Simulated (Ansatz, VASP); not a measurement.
Si in VASP and in Ansatz

POSCAR

```
Si
1.0
   -3.3254442900      3.3254442900      1.9223856600
    3.3254442900     -3.3254442900      1.9223856600
    3.3254442900      3.3254442900     -1.9223856600
Si
4
Direct
   -0.0410456197     -0.0410456197      0.2300209514
    0.8211989400      0.8211989400      0.6423978800
    0.1788010600      0.8211989400      0.0000000000
    0.8211989400      0.1788010600      0.0000000000
```

The input INCAR.step1:

```
SYSTEM = Si
  ALGO = Normal
  EDIFF = 1E-4
  ENCUT = 520
  GGA = PE
  ISMEAR = 0
  LASPH = .True.
  LCHARG = .False.
  LREAL = .False.
  LWAVE = .True.
  NBANDS = 16
  NELM = 80
  PREC = Accurate
  SIGMA = 0.03
```

INCAR.step2

```
SYSTEM = Si
  ALGO = Normal
  EDIFF = 1E-6
  ENCUT = 520
  ISIF = 2
  ISMEAR = 0
  ISTART = 1
  LASPH = .True.
  LCHARG = .False.
  LMIXTAU = .True.
  LREAL = .False.
  LWAVE = .False.
  METAGGA = R2SCAN
  NBANDS = 16
  NELM = 80
  PREC = Accurate
  SIGMA = 0.03
```

File KPOINTS:

```
k-points
0
Gamma
  10 10 10
  0 0 0
```

Input for Ansatz:

```yaml
crystal:
  lattice:
    - [-3.32544429, 3.32544429, 1.92238566]
    - [3.32544429, -3.32544429, 1.92238566]
    - [3.32544429, 3.32544429, -1.92238566]
  atoms:
    - { symbol: Si, position: [-0.0410456197, -0.0410456197, 0.2300209514] }
    - { symbol: Si, position: [0.82119894, 0.82119894, 0.64239788] }
    - { symbol: Si, position: [0.17880106, 0.82119894, 0.0] }
    - { symbol: Si, position: [0.82119894, 0.17880106, 0.0] }
basis:
  ecutwfc: 500
kpoints:
  mp_grid: { grid: [10, 10, 10] }
hamiltonian:
  xc: r2scan
scf:
  occupations: { method: gaussian, width: 0.03 }
output:
  forces: true
  stress: true
  eigenvalues: true
```

Alike in both runs: task single point; functional r2SCAN; k mesh 10 × 10 × 10; occupations gaussian, width 0.03 eV; no spin polarisation.

|  | VASP | Ansatz |
| --- | --- | --- |
| version | VASP 6.6.1 | Ansatz 0.2.0 |
| potentials or method | VASP PAW PBE potentials, release 64 (Si), cutoff 520 eV | scalar-relativistic, plane waves, PAW |
| valence electrons in the cell | 16 | 16 |

```tsv
	VASP	Ansatz	Ansatz less VASP
gap on the k mesh at the Fermi level (eV)	none	none	-
pressure (GPa)	7.4	7.6	+0.22
traceless stress, the component that is largest in VASP (GPa)	-8.50	-8.51	-0.006
rms of the force components (eV/Å)	1.908	1.916	+0.0080
```

VASP's potentials were made for PBE, not for r2SCAN. Atom by atom the forces differ by 0.011 eV/Å (rms over components). A gap of «none» marks a metal or a gap that the smearing closes.
